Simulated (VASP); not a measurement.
Write the native input for VASP 6.6.1 that does the following.

```
Task                   : single point
Functional             : PBE
Potentials or basis    : VASP PAW PBE potentials, release 64 (Rb_sv, Br)
Cutoff                 : 520 eV
k mesh                 : 8 × 8 × 8
Occupations            : gaussian, width 0.05 eV
Spin                   : no spin polarisation
Dipole correction      : no
Further INCAR settings : ALGO = Normal; EDIFF = 1e-06; NBANDS = 15
```

The structure of RbBr lies in POSCAR:

```
RbBr
1.0
    0.0000000000      3.5083429181      3.5083429181
    3.5083429181      0.0000000000      3.5083429181
    3.5083429181      3.5083429181      0.0000000000
Rb Br
1 1
Direct
    0.5171020910      0.4828979090      0.5171020910
    0.0000000000      0.0000000000      0.0000000000
```

This cell differs from its parent crystal: atom 1 (Rb) moved 0.12 Å along y.

These files were run (other wordings do the same):

INCAR

```
SYSTEM = RbBr
  PREC = Accurate
  ENCUT = 520
  EDIFF = 1E-6
  ISMEAR = 0
  SIGMA = 0.05
  LREAL = .FALSE.
  LASPH = .TRUE.
  NELM = 80
  ALGO = Normal
  ISIF = 2
  LWAVE = .FALSE.
  LCHARG = .FALSE.
  GGA = PE
  NBANDS = 15
```

KPOINTS

```
regular mesh
0
G
  8 8 8
  0 0 0
```

Potentials or basis: VASP PAW PBE potentials, release 64 (Rb_sv, Br).

Launch:

```console
$ cat potpaw_PBE.64/Rb_sv/POTCAR potpaw_PBE.64/Br/POTCAR > POTCAR
$ mpirun -np 1 vasp_std > vasp.out
```

Results of the run:

| Property | Result |
| --- | --- |
| Pressure | 0.1 GPa |
| Largest force | 0.112 eV/Å |
| Band gap on the k mesh | 4.19 eV, direct |

Caveat: the cell differs from its parent crystal (atom 1 (Rb) moved 0.12 Å along y).

Wall time 68 s on 1 thread of Intel(R) Xeon(R) Platinum 8488C (Sapphire Rapids), on a shared host, peak memory 0.28 GiB.
